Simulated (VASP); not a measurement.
# SnO (Pmn2_1) in VASP: a series of runs

The runs below take SnO through single point, with r2SCAN.

Program: VASP 6.6.1. These are calculated values, not measurements. Logs are shortened: lines on timing, memory, paths and dates and some standing lists are left out, and cuts for length are marked.

### Step 1. The cell of the first run

Symmetry: Pmn2_1, No. 31, orthorhombic system. The conventional cell has a = 3.355 Å, b = 5.674 Å, c = 4.138 Å, α = 90.00°, β = 90.00°, γ = 90.00°. Sn (site symmetry m) has 3 O at 2.14 to 2.15 Å within 2.8 Å. O (site symmetry m) has 3 Sn at 2.14 to 2.15 Å within 2.8 Å.

### Step 2. Single point, r2SCAN

The input, POSCAR:

```
SnO
1.0
    3.3550050000      0.0000000000      0.0000000000
    0.0000000000      5.6741040000      0.0000000000
    0.0000000000      0.0000000000      4.1375306000
Sn O
2 2
Direct
    0.0000000000      0.2319090000      0.5131440000
    0.5000000000      0.7680910000      0.0131440000
    0.0000000000      0.8912500000      0.7368570000
    0.5000000000      0.1087500000      0.2368570000
```

The input, INCAR.step1:

```
SYSTEM = SnO
PREC = Accurate
ENCUT = 520
ISMEAR = -1
SIGMA = 0.05
LREAL = .FALSE.
LASPH = .TRUE.
NELM = 60
NBANDS = 28
GGA = PE
ALGO = Normal
EDIFF = 1E-4
LWAVE = .TRUE.
LCHARG = .FALSE.
```

The input, INCAR.step2:

```
SYSTEM = SnO
PREC = Accurate
ENCUT = 520
EDIFF = 1E-6
ISMEAR = -1
SIGMA = 0.05
LREAL = .FALSE.
LASPH = .TRUE.
NELM = 60
ALGO = Normal
ISIF = 2
LWAVE = .FALSE.
LCHARG = .TRUE.
METAGGA = R2SCAN
LMIXTAU = .TRUE.
LELF = .TRUE.
LVHAR = .TRUE.
NBANDS = 28
ISTART = 1
```

The input, KPOINTS:

```
regular mesh
0
G
  6 4 5
  0 0 0
```

Potentials or basis: VASP PAW PBE potentials, release 64 (Sn_d, O).

Started as:

```console
$ cat potpaw_PBE.64/Sn_d/POTCAR potpaw_PBE.64/O/POTCAR > POTCAR
$ cp INCAR.step1 INCAR
$ mpirun -np 1 vasp_std > vasp.out
$ cp INCAR.step2 INCAR
$ mpirun -np 1 vasp_std > vasp.out
```

OUTCAR:

```text
SYSTEM = SnO
   PREC = Accurate
   ENCUT = 520
   EDIFF = 1E-6
   ISMEAR = -1
   LREAL = .FALSE.
   LASPH = .TRUE.
   NELM = 60
   ISIF = 2
   METAGGA = R2SCAN
   ISTART = 1

 ion  position               nearest neighbor table
   1  0.000  0.232  0.513-   3 2.14   4 2.15   4 2.15   2 3.74   2 3.74   2 3.74   2 3.74
   2  0.500  0.768  0.013-   4 2.14   3 2.15   3 2.15   1 3.74   1 3.74   1 3.74   1 3.74
   3  0.000  0.891  0.737-   1 2.14   2 2.15   2 2.15
   4  0.500  0.109  0.237-   2 2.14   1 2.15   1 2.15

  LATTYP: Found a simple orthorhombic cell.
 ALAT       =     3.3550050000
 B/A-ratio  =     1.2332412619
 C/A-ratio  =     1.6912356315

  Lattice vectors:

 A1 = (  -3.3550050000,   0.0000000000,   0.0000000000)
 A2 = (   0.0000000000,   0.0000000000,   4.1375306000)
 A3 = (   0.0000000000,   5.6741040000,   0.0000000000)

Analysis of symmetry for initial positions (statically):
=====================================================================
 Subroutine PRICEL returns:
 Original cell was already a primitive cell.

 Routine SETGRP: Setting up the symmetry group for a
 simple orthorhombic supercell.

 Subroutine GETGRP returns: Found  4 space group operations
 (whereof  2 operations were pure point group operations)
 out of a pool of  8 trial point group operations.

The static configuration has the point symmetry C_1h.
 The point group associated with its full space group is C_2v.

Analysis of symmetry for dynamics (positions and initial velocities):
=====================================================================
 Subroutine PRICEL returns:
 Original cell was already a primitive cell.

 Routine SETGRP: Setting up the symmetry group for a
 simple orthorhombic supercell.

 Subroutine GETGRP returns: Found  4 space group operations
 (whereof  2 operations were pure point group operations)
 out of a pool of  8 trial point group operations.

The dynamic configuration has the point symmetry C_1h.
 The point group associated with its full space group is C_2v.

 Subroutine INISYM returns: Found  4 space group operations
 (whereof  2 operations are pure point group operations),
 and found     1 'primitive' translations

----------------------------------------------------------------------------------------

                                     Primitive cell

  volume of cell :      78.7647

  direct lattice vectors                    reciprocal lattice vectors
     3.355005000  0.000000000  0.000000000     0.298062149  0.000000000  0.000000000
     0.000000000  5.674104000  0.000000000     0.000000000  0.176239279  0.000000000
     0.000000000  0.000000000  4.137530600     0.000000000  0.000000000  0.241690055

  length of vectors
     3.355005000  5.674104000  4.137530600     0.298062149  0.176239279  0.241690055

  position of ions in fractional coordinates (direct lattice)
     0.000000000  0.231909000  0.513144000
     0.500000000  0.768091000  0.013144000
     0.000000000  0.891250000  0.736857000
     0.500000000  0.108750000  0.236857000

  ion indices of the primitive-cell ions
   primitive index   ion index
                 1           1
                 2           2
                 3           3
                 4           4

----------------------------------------------------------------------------------------

 KPOINTS: regular mesh

Automatic generation of k-mesh.
 Grid dimensions read from file:
 generate k-points for:    6    4    5

 Generating k-lattice:

  Cartesian coordinates                     Fractional coordinates (reciprocal lattice)
     0.049677025  0.000000000  0.000000000     0.166666667  0.000000000  0.000000000
     0.000000000  0.044059820  0.000000000     0.000000000  0.250000000  0.000000000
     0.000000000  0.000000000  0.048338011     0.000000000  0.000000000  0.200000000

  Length of vectors
     0.049677025  0.044059820  0.048338011

  Shift w.r.t. Gamma in fractional coordinates (k-lattice)
     0.000000000  0.000000000  0.000000000

 Subroutine IBZKPT returns following result:
 ===========================================

 Found     36 irreducible k-points:

 Following reciprocal coordinates:
            Coordinates               Weight
  0.000000  0.000000  0.000000      1.000000
  0.166667  0.000000  0.000000      2.000000
  0.333333  0.000000  0.000000      2.000000
  0.500000  0.000000  0.000000      1.000000
  0.000000  0.250000  0.000000      2.000000
  0.166667  0.250000  0.000000      4.000000
[... 16 lines left out ...]
  0.333333  0.500000  0.200000      4.000000
  0.500000  0.500000  0.200000      2.000000
 [... further k-points ...]
   k-points           NKPTS =     36   k-points in BZ     NKDIM =     36   number of bands    NBANDS=     28
   number of dos      NEDOS =    301   number of ions     NIONS =      4
   total plane-waves  NPLWV =  37632
   dimension x,y,z NGX =    28 NGY =   42 NGZ =   32
   dimension x,y,z NGXF=    56 NGYF=   84 NGZF=   64
   ions per type =               2   2
   NGX,Y,Z   is equivalent  to a cutoff of  13.87, 12.31, 12.86 a.u.
   NGXF,Y,Z  is equivalent  to a cutoff of  27.75, 24.61, 25.72 a.u.
 SYSTEM =  SnO
   PREC   = accura    normal or accurate (medium, high low for compatibility)
   ISTART =      1    job   : 0-new  1-cont  2-samecut
   ICHARG =      0    charge: 1-file 2-atom 10-const
   ISPIN  =      1    spin polarized calculation?
   LNONCOLLINEAR =      F non collinear calculations
   LSORBIT =      F    spin-orbit coupling
   LASPH  =      T    aspherical Exc in radial PAW
   ENCUT  =  520.0 eV  38.22 Ry    6.18 a.u.   6.24 10.55  7.69*2*pi/ulx,y,z
   NELM   =     60;   NELMIN=  2; NELMDL=  0     # of ELM steps
   EDIFF  = 0.1E-05   stopping-criterion for ELM
   LREAL  =      F    real-space projection
   EDIFFG = 0.1E-04   stopping-criterion for IOM
   NSW    =      0    number of steps for IOM
   IBRION =     -1    ionic relax: 0-MD 1-quasi-New 2-CG
   NFREE  =      0    steps in history (QN), initial steepest desc. (CG)
   ISIF   =      2    stress and relaxation
   ISYM   =      2    0-nonsym 1-usesym 2-fastsym
   POTIM  = 0.5000    time-step for ionic-motion
   TEBEG  =    0.0;   TEEND  =   0.0 temperature during run
   PSTRESS=    0.0 pullay stress
   NELECT =      40.0000    total number of electrons
   NUPDOWN=      -1.0000    fix difference up-down
   EMIN   =  10.00;   EMAX   =-10.00  energy-range for DOS
   EFERMI =   0.00;   METHOD = LEGACY
   ISMEAR =    -1;   SIGMA  =   0.05  broadening in eV -4-tet -1-fermi 0-gaus
   EFERMI_NEDOS =   21; number of points for ismear=-14 and -15
   IALGO  =     38    algorithm
   IMIX   =      4    mixing-type and parameters
     AMIX     =   0.40;   BMIX     =  1.00
     AMIX_MAG =   1.60;   BMIX_MAG =  1.00
  volume/ion in A,a.u.               =      19.69       132.88
  Fermi-wavevector in a.u.,A,eV,Ry     =   1.306124  2.468216 23.210978  1.705959
  Thomas-Fermi vector in A             =   2.436947
   LORBIT       =      0    0 simple, 1 ext, 2 COOP (PROOUT), +10 PAW based schemes
   METAGGA = R2SCAN    functional components
   LHFCALC =     F    Hartree Fock is set to
   AEXX    =    0.0000 exact exchange contribution
   IVDW    =     0    specifies the selected vdW correction
   LEPSILON=     F    determine dielectric tensor
   LRPA    =     F    only Hartree local field effects (RPA)
 non-spin polarized calculation
  energy-cutoff  :      520.00
  volume of cell :       78.76
 maximum number of plane-waves:      2152
 NGX is ok and might be reduce to    28
   NGX = 13   NGY = 21   NGZ = 15

 number of electron      39.9999991 magnetization

 Free energy of the ion-electron system (eV)
  ---------------------------------------------------
  ext. energy  EPLUGINS =         0.00000000
  ---------------------------------------------------
  free energy    TOTEN  =       -66.57431694 eV

  energy without entropy =      -66.57431694  energy(sigma->0) =      -66.57431694

 E-fermi :   5.8391     XC(G=0): -10.2454

 val. band max:        4.9019001877   @ k =   0.0000   0.0000   0.0000
 cond. band min:       6.7945296513   @ k =   0.0000   0.5000   0.4000
 fundamental gap:      1.8926294636
 Fermi energy:         5.8391274487

 k-point     1 :       0.0000    0.0000    0.0000
  band No.  band energies     occupation
      1     -17.1334      2.00000
      2     -16.6837      2.00000
      3     -16.5674      2.00000
      4     -16.5571      2.00000
      5     -16.5278      2.00000
      6     -16.4877      2.00000
[... 20 lines left out ...]
     27      14.3590      0.00000
     28      15.1360      0.00000

 k-point     2 :       0.1667    0.0000    0.0000
  band No.  band energies     occupation
      1     -17.1260      2.00000
      2     -16.7320      2.00000
      3     -16.6001      2.00000
      4     -16.5556      2.00000
      5     -16.5359      2.00000
      6     -16.4855      2.00000
[... 20 lines left out ...]
     27      14.3151      0.00000
     28      15.2152      0.00000

 k-point     3 :       0.3333    0.0000    0.0000
  band No.  band energies     occupation
      1     -17.1224      2.00000
      2     -16.9482      2.00000
      3     -16.5513      2.00000
      4     -16.5405      2.00000
      5     -16.5092      2.00000
      6     -16.4921      2.00000
[... 20 lines left out ...]
     27      13.7878      0.00000
     28      15.3659      0.00000

 k-point     4 :       0.5000    0.0000    0.0000
  band No.  band energies     occupation
      1     -17.0866      2.00000
      2     -17.0866      2.00000
      3     -16.5380      2.00000
      4     -16.5380      2.00000
      5     -16.4874      2.00000
      6     -16.4874      2.00000
[... 20 lines left out ...]
     27      14.9193      0.00000
     28      14.9193      0.00000

 k-point     5 :       0.0000    0.2500    0.0000
  band No.  band energies     occupation
      1     -17.1290      2.00000
      2     -16.6863      2.00000
      3     -16.5639      2.00000
      4     -16.5553      2.00000
      5     -16.5294      2.00000
      6     -16.4919      2.00000
[... 20 lines left out ...]
     27      14.5272      0.00000
     28      15.2083      0.00000

 k-point     6 :       0.1667    0.2500    0.0000
  band No.  band energies     occupation
      1     -17.1236      2.00000
      2     -16.7319      2.00000
      3     -16.6031      2.00000
      4     -16.5546      2.00000
      5     -16.5331      2.00000
      6     -16.4875      2.00000
[... 463 lines left out ...]
      5     -16.5372      2.00000
      6     -16.5161      2.00000
[... 20 lines left out ...]
     27      14.9050      0.00000
     28      15.5711      0.00000

 k-point    22 :       0.1667    0.5000    0.2000
  band No.  band energies     occupation
      1     -17.0999      2.00000
      2     -16.7991      2.00000
      3     -16.5932      2.00000
      4     -16.5556      2.00000
      5     -16.5281      2.00000
      6     -16.5009      2.00000
[... 20 lines left out ...]
     27      15.4873      0.00000
     28      16.0592      0.00000

 k-point    23 :       0.3333    0.5000    0.2000
  band No.  band energies     occupation
      1     -17.1168      2.00000
      2     -16.9782      2.00000
      3     -16.5517      2.00000
      4     -16.5502      2.00000
      5     -16.4993      2.00000
      6     -16.4926      2.00000
[... 20 lines left out ...]
     27      15.2140      0.00000
     28      15.4207      0.00000

 k-point    24 :       0.5000    0.5000    0.2000
  band No.  band energies     occupation
      1     -17.0989      2.00000
      2     -17.0989      2.00000
      3     -16.5430      2.00000
      4     -16.5430      2.00000
      5     -16.4829      2.00000
      6     -16.4829      2.00000
[... 20 lines left out ...]
     27      15.0008      0.00000
     28      15.0008      0.00000

 [... further k-points ...]

------------------------ aborting loop because EDIFF is reached ----------------------------------------

  FORCE on cell =-STRESS in cart. coord.  units (eV):
  Direction    XX          YY          ZZ          XY          YZ          ZX
  --------------------------------------------------------------------------------------
  -------------------------------------------------------------------------------------
  Total       -1.1120694     -0.4082419     -0.4892755      0.0000000      0.0000000      0.0000000
  in kB      -22.6209483     -8.3041739     -9.9525041      0.0000000      0.0000000      0.0000000
  external PRESSURE =     -13.6258754 kB  Pullay stress =       0.0000000 kB

 VOLUME and BASIS-vectors are now :
 -----------------------------------------------------------------------------
  energy-cutoff  :      520.00
  volume of cell :       78.76
      direct lattice vectors                 reciprocal lattice vectors
     3.355005000  0.000000000  0.000000000     0.298062149  0.000000000  0.000000000
     0.000000000  5.674104000  0.000000000     0.000000000  0.176239279  0.000000000
     0.000000000  0.000000000  4.137530600     0.000000000  0.000000000  0.241690055

 POSITION                                       TOTAL-FORCE (eV/Angst)
 -----------------------------------------------------------------------------------
      0.00000      1.31588      2.12315         0.000000     -0.277946     -0.042337
      1.67750      4.35823      0.05438         0.000000      0.277946     -0.042337
      0.00000      5.05705      3.04877         0.000000      0.184607      0.042337
      1.67750      0.61706      0.98000         0.000000     -0.184607      0.042337
 -----------------------------------------------------------------------------------
    total drift:                                0.000000      0.000000     -0.002241

  FREE ENERGIE OF THE ION-ELECTRON SYSTEM (eV)
  ---------------------------------------------------
  free  energy   TOTEN  =       -66.5743169371 eV

  energy  without entropy=      -66.5743169366  energy(sigma->0) =      -66.57431694
```

Run time: 4.1 min. Hardware: 1 thread of Intel Xeon Platinum 8259CL at 2.50GHz (Skylake/Cascade Lake), shared host; peak memory 0.23 GiB.

What came out:

| Property | Result |
| --- | --- |
| Free energy | -66.5743 eV |
| Pressure | -1.4 GPa |
| Largest force | 0.281 eV/Å |
| Band gap on the k mesh | 1.89 eV, indirect (least direct gap 2.70 eV) |

Forces on the atoms (eV/Å):
```
Sn   0.000 -0.278 -0.042
Sn   0.000  0.278 -0.042
O    0.000  0.185  0.042
O    0.000 -0.185  0.042
```

Stress tensor (GPa, compression positive):
```
-2.26  0.00  0.00
 0.00 -0.83  0.00
 0.00  0.00 -1.00
```

Caveat: the PAW data sets were made with another functional, which shifts forces and pressure a little; spin-orbit coupling is left out, which moves the levels of the heavy elements.

(Continued in part 2 of 2.)
